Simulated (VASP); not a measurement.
# Ni in VASP: single point with PBE

Aim: the single point of Ni with PBE.

All numbers are computed with VASP 6.6.1; they aren't measurements. Logs are shortened: lines on timing, memory, paths and dates and some standing lists are left out, and cuts for length are marked.

### Step 1. The cell of the first run

The cell holds a wire or tube with vacuum around it, 8 atoms: a = 14.300 Å, b = 12.800 Å, c = 3.518 Å, α = 90.00°, β = 90.00°, γ = 90.00°.

### Step 2. Single point, PBE, collinear spin, ferromagnetic start

The input, INCAR:

```
PREC     = Accurate       # precision mode
ENCUT    = 520            # plane-wave cutoff, eV
EDIFF    = 1E-7           # SCF threshold, eV
ISMEAR   = 0              # smearing method
SIGMA    = 0.05           # smearing width, eV
LREAL    = F              # projectors in reciprocal space
LASPH    = T              # aspherical terms in the spheres
NELM     = 150            # most SCF steps
ALGO     = Fast           # electronic algorithm
ISIF     = 2              # what is computed and relaxed
LWAVE    = F              # write WAVECAR
LCHARG   = F              # write CHGCAR
ISPIN    = 2              # spin polarisation
MAGMOM   = 0.75 0.75 0.75 0.75 0.75 0.75 0.75 0.75 # initial moments
LORBIT   = 11             # projections on sites
LMAXMIX  = 4              # l up to which the mixer works
GGA      = PE             # functional
NBANDS   = 54             # bands
```

The input, KPOINTS:

```
regular mesh
0
Gamma
  1 1 15
```

The input, POSCAR:

```
Ni
1.0
   14.3000000000      0.0000000000      0.0000000000
    0.0000000000     12.8000000000      0.0000000000
    0.0000000000      0.0000000000      3.5184757384
Ni
8
Direct
    0.3154645592      0.5000000000      0.0000000000
    0.5615118136      0.5000000000      0.0000000000
    0.5615118136      0.3625595415      0.5000000000
    0.5615118136      0.6374404585      0.5000000000
    0.4384881864      0.5000000000      0.5000000000
    0.6845354408      0.5000000000      0.5000000000
    0.4384881864      0.3625595415      0.0000000000
    0.4384881864      0.6374404585      0.0000000000
```

Potentials or basis: VASP PAW PBE potentials, release 64 (Ni).

Command:

```
cat potpaw_PBE.64/Ni/POTCAR > POTCAR
mpirun -np 1 vasp_std > vasp.out
```

OUTCAR:

```text
PREC = Accurate
   ENCUT = 520
   EDIFF = 1E-7
   ISMEAR = 0
   LREAL = F
   LASPH = T
   NELM = 150
   ISIF = 2
   ISPIN = 2
   LORBIT = 11
   GGA = PE

 ion  position               nearest neighbor table
   1  0.315  0.500  0.000-   7 2.49   8 2.49   5 2.49   5 2.49
   2  0.562  0.500  0.000-   7 2.49   8 2.49   3 2.49   4 2.49   3 2.49   4 2.49   5 2.49   6 2.49
                             5 2.49   6 2.49
   3  0.562  0.363  0.500-   5 2.49   6 2.49   2 2.49   2 2.49   7 2.49   7 2.49
   4  0.562  0.637  0.500-   5 2.49   6 2.49   2 2.49   2 2.49   8 2.49   8 2.49
   5  0.438  0.500  0.500-   3 2.49   4 2.49   7 2.49   8 2.49   7 2.49   8 2.49   1 2.49   2 2.49
                             1 2.49   2 2.49
   6  0.685  0.500  0.500-   3 2.49   4 2.49   2 2.49   2 2.49
   7  0.438  0.363  0.000-   1 2.49   2 2.49   5 2.49   5 2.49   3 2.49   3 2.49
   8  0.438  0.637  0.000-   1 2.49   2 2.49   5 2.49   5 2.49   4 2.49   4 2.49

  LATTYP: Found a simple orthorhombic cell.
 ALAT       =     3.5184757384
 B/A-ratio  =     3.6379389689
 C/A-ratio  =     4.0642599419

  Lattice vectors:

 A1 = (   0.0000000000,   0.0000000000,  -3.5184757384)
 A2 = (   0.0000000000,  12.8000000000,   0.0000000000)
 A3 = (  14.3000000000,   0.0000000000,   0.0000000000)

Analysis of symmetry for initial positions (statically):
=====================================================================
 Subroutine PRICEL returns:
 Original cell was already a primitive cell.

 Routine SETGRP: Setting up the symmetry group for a
 simple orthorhombic supercell.

 Subroutine GETGRP returns: Found  8 space group operations
 (whereof  4 operations were pure point group operations)
 out of a pool of  8 trial point group operations.

The static configuration has the point symmetry C_2v.
 The point group associated with its full space group is D_2h.

Analysis of symmetry for dynamics (positions and initial velocities):
=====================================================================
 Subroutine PRICEL returns:
 Original cell was already a primitive cell.

 Routine SETGRP: Setting up the symmetry group for a
 simple orthorhombic supercell.

 Subroutine GETGRP returns: Found  8 space group operations
 (whereof  4 operations were pure point group operations)
 out of a pool of  8 trial point group operations.

The dynamic configuration has the point symmetry C_2v.
 The point group associated with its full space group is D_2h.

Analysis of structural, dynamic, and magnetic symmetry:
=====================================================================
 Subroutine PRICEL returns:
 Original cell was already a primitive cell.

 Routine SETGRP: Setting up the symmetry group for a
 simple orthorhombic supercell.

 Subroutine GETGRP returns: Found  8 space group operations
 (whereof  4 operations were pure point group operations)
 out of a pool of  8 trial point group operations.

The overall configuration has the point symmetry C_2v.
 The point group associated with its full space group is D_2h.

 Subroutine INISYM returns: Found  8 space group operations
 (whereof  4 operations are pure point group operations),
 and found     1 'primitive' translations

----------------------------------------------------------------------------------------

                                     Primitive cell

  volume of cell :     644.0218

  direct lattice vectors                    reciprocal lattice vectors
    14.300000000  0.000000000  0.000000000     0.069930070  0.000000000  0.000000000
     0.000000000 12.800000000  0.000000000     0.000000000  0.078125000  0.000000000
     0.000000000  0.000000000  3.518475738     0.000000000  0.000000000  0.284213982

  length of vectors
    14.300000000 12.800000000  3.518475738     0.069930070  0.078125000  0.284213982

  position of ions in fractional coordinates (direct lattice)
     0.315464559  0.500000000  0.000000000
     0.561511814  0.500000000  0.000000000
     0.561511814  0.362559541  0.500000000
     0.561511814  0.637440459  0.500000000
     0.438488186  0.500000000  0.500000000
     0.684535441  0.500000000  0.500000000
     0.438488186  0.362559541  0.000000000
     0.438488186  0.637440459  0.000000000

  ion indices of the primitive-cell ions
   primitive index   ion index
[... 50 lines left out ...]
   ions per type =               8
   NGX,Y,Z   is equivalent  to a cutoff of  12.56, 12.47, 13.23 a.u.
   NGXF,Y,Z  is equivalent  to a cutoff of  25.11, 24.94, 26.46 a.u.
 SYSTEM =  unknown system
   PREC   = accura    normal or accurate (medium, high low for compatibility)
   ISTART =      0    job   : 0-new  1-cont  2-samecut
   ICHARG =      2    charge: 1-file 2-atom 10-const
   ISPIN  =      2    spin polarized calculation?
   LNONCOLLINEAR =      F non collinear calculations
   LSORBIT =      F    spin-orbit coupling
   LASPH  =      T    aspherical Exc in radial PAW
   ENCUT  =  520.0 eV  38.22 Ry    6.18 a.u.  26.59 23.80  6.54*2*pi/ulx,y,z
   NELM   =    150;   NELMIN=  2; NELMDL= -5     # of ELM steps
   EDIFF  = 0.1E-06   stopping-criterion for ELM
   LREAL  =      F    real-space projection
   EDIFFG = 0.1E-05   stopping-criterion for IOM
   NSW    =      0    number of steps for IOM
   IBRION =     -1    ionic relax: 0-MD 1-quasi-New 2-CG
   NFREE  =      0    steps in history (QN), initial steepest desc. (CG)
   ISIF   =      2    stress and relaxation
   ISYM   =      2    0-nonsym 1-usesym 2-fastsym
   POTIM  = 0.5000    time-step for ionic-motion
   TEBEG  =    0.0;   TEEND  =   0.0 temperature during run
   PSTRESS=    0.0 pullay stress
   NELECT =      80.0000    total number of electrons
   NUPDOWN=      -1.0000    fix difference up-down
   EMIN   =  10.00;   EMAX   =-10.00  energy-range for DOS
   EFERMI =   0.00;   METHOD = LEGACY
   ISMEAR =     0;   SIGMA  =   0.05  broadening in eV -4-tet -1-fermi 0-gaus
   EFERMI_NEDOS =   21; number of points for ismear=-14 and -15
   IALGO  =     68    algorithm
   IMIX   =      4    mixing-type and parameters
     AMIX     =   0.40;   BMIX     =  1.00
     AMIX_MAG =   1.60;   BMIX_MAG =  1.00
  volume/ion in A,a.u.               =      80.50       543.26
  Fermi-wavevector in a.u.,A,eV,Ry     =   0.816842  1.543607  9.078223  0.667231
  Thomas-Fermi vector in A             =   1.927183
   LORBIT       =     11    0 simple, 1 ext, 2 COOP (PROOUT), +10 PAW based schemes
   GGA     = PE    functional components
   LHFCALC =     F    Hartree Fock is set to
   AEXX    =    0.0000 exact exchange contribution
   IVDW    =     0    specifies the selected vdW correction
   LEPSILON=     F    determine dielectric tensor
   LRPA    =     F    only Hartree local field effects (RPA)
 spin polarized calculation
 RMM-DIIS sequential band-by-band and
 Gauss-broadening in eV      SIGMA  =   0.05
  energy-cutoff  :      520.00
  volume of cell :      644.02
 maximum number of plane-waves:     17431
 NGX is ok and might be reduce to   108
   NGX = 53   NGY = 47   NGZ = 13

 number of electron      79.9999977 magnetization       6.3922371

 Free energy of the ion-electron system (eV)
  ---------------------------------------------------
  ext. energy  EPLUGINS =         0.00000000
  ---------------------------------------------------
  free energy    TOTEN  =       -33.06964487 eV

  energy without entropy =      -33.03659143  energy(sigma->0) =      -33.05311815

 E-fermi :  -2.2166     XC(G=0):  -3.2022

 val. band max:       -2.2181604856   @ k =   0.0000   0.0000   0.0000
 cond. band min:      -2.2131223846   @ k =   0.0000   0.0000   0.3333
 fundamental gap:      0.0050381010
 Fermi energy:        -2.2165808039

 spin component 1

 k-point     1 :       0.0000    0.0000    0.0000
  band No.  band energies     occupation
      1      -8.8733      1.00000
      2      -6.6897      1.00000
      3      -6.3312      1.00000
      4      -5.7633      1.00000
      5      -5.5513      1.00000
      6      -5.5513      1.00000
[... 429 lines left out ...]
     51       0.9056      0.00000
     52       1.4944      0.00000
 Fermi energy:        -2.2165808039

 spin component 2

 k-point     1 :       0.0000    0.0000    0.0000
  band No.  band energies     occupation
      1      -8.8852      1.00000
      2      -6.5672      1.00000
      3      -6.2203      1.00000
      4      -5.3555      1.00000
      5      -5.1218      1.00000
      6      -4.8497      1.00000
[... 429 lines left out ...]
     51       1.1027      0.00000
     52       1.6902      0.00000
 [bands above 52 left out]

------------------------ aborting loop because EDIFF is reached ----------------------------------------

  FORCE on cell =-STRESS in cart. coord.  units (eV):
  Direction    XX          YY          ZZ          XY          YZ          ZX
  --------------------------------------------------------------------------------------
  -------------------------------------------------------------------------------------
  Total       -7.2104754     -5.9837077    -10.9755576      0.0000000      0.0000000      0.0000000
  in kB      -17.9379957    -14.8860813    -27.3046497      0.0000000      0.0000000      0.0000000
  external PRESSURE =     -20.0429089 kB  Pullay stress =       0.0000000 kB

 VOLUME and BASIS-vectors are now :
 -----------------------------------------------------------------------------
  energy-cutoff  :      520.00
  volume of cell :      644.02
      direct lattice vectors                 reciprocal lattice vectors
    14.300000000  0.000000000  0.000000000     0.069930070  0.000000000  0.000000000
     0.000000000 12.800000000  0.000000000     0.000000000  0.078125000  0.000000000
     0.000000000  0.000000000  3.518475738     0.000000000  0.000000000  0.284213982

 POSITION                                       TOTAL-FORCE (eV/Angst)
 -----------------------------------------------------------------------------------
      4.51114      6.40000      0.00000         1.248813     -0.000000      0.000000
      8.02962      6.40000      0.00000         0.298540     -0.000000      0.000000
      8.02962      4.64076      1.75924        -0.320601      0.850337      0.000000
      8.02962      8.15924      1.75924        -0.320601     -0.850337      0.000000
      6.27038      6.40000      1.75924        -0.298540     -0.000000      0.000000
      9.78886      6.40000      1.75924        -1.248813     -0.000000      0.000000
      6.27038      4.64076      0.00000         0.320601      0.850337      0.000000
      6.27038      8.15924      0.00000         0.320601     -0.850337      0.000000
 -----------------------------------------------------------------------------------
    total drift:                                0.000000     -0.000000     -0.000000

  FREE ENERGIE OF THE ION-ELECTRON SYSTEM (eV)
  ---------------------------------------------------
  free  energy   TOTEN  =       -33.0696448730 eV

  energy  without entropy=      -33.0365914307  energy(sigma->0) =      -33.05311815

 total charge

# of ion       s       p       d       tot
------------------------------------------
    1        0.446   0.152   8.352   8.950
    2        0.469   0.434   8.288   9.191
    3        0.446   0.250   8.332   9.028
    4        0.446   0.250   8.332   9.028
    5        0.469   0.434   8.288   9.191
    6        0.446   0.152   8.352   8.950
    7        0.446   0.250   8.332   9.028
    8        0.446   0.250   8.332   9.028
--------------------------------------------------
tot          3.616   2.171  66.606  72.393

 magnetization (x)

# of ion       s       p       d       tot
------------------------------------------
    1        0.009  -0.007   0.877   0.879
    2       -0.014  -0.022   0.715   0.680
    3        0.000  -0.013   0.848   0.835
    4        0.000  -0.013   0.848   0.835
    5       -0.014  -0.022   0.715   0.680
    6        0.009  -0.007   0.877   0.879
    7        0.000  -0.013   0.848   0.835
    8        0.000  -0.013   0.848   0.835
--------------------------------------------------
tot         -0.009  -0.112   6.578   6.458
```

Wall time 29 min (1 thread of Oxide Virtual Turin-like, shared host); peak memory 1 GiB.

What came out:

- Free energy: -33.0696 eV
- Largest force: 1.249 eV/Å
- Net moment: 6.39 μB per cell
- Site moments: Ni +0.88, +0.68, +0.83 (each value once) μB
- Valence electrons inside the program's atomic spheres: Ni 8.95, 9.19, 9.03 (each value once)

Forces on the atoms (eV/Å):
```
Ni   1.249  0.000  0.000
Ni   0.299  0.000  0.000
Ni  -0.321  0.850  0.000
Ni  -0.321 -0.850  0.000
Ni  -0.299  0.000  0.000
Ni  -1.249  0.000  0.000
Ni   0.321  0.850  0.000
Ni   0.321 -0.850  0.000
```
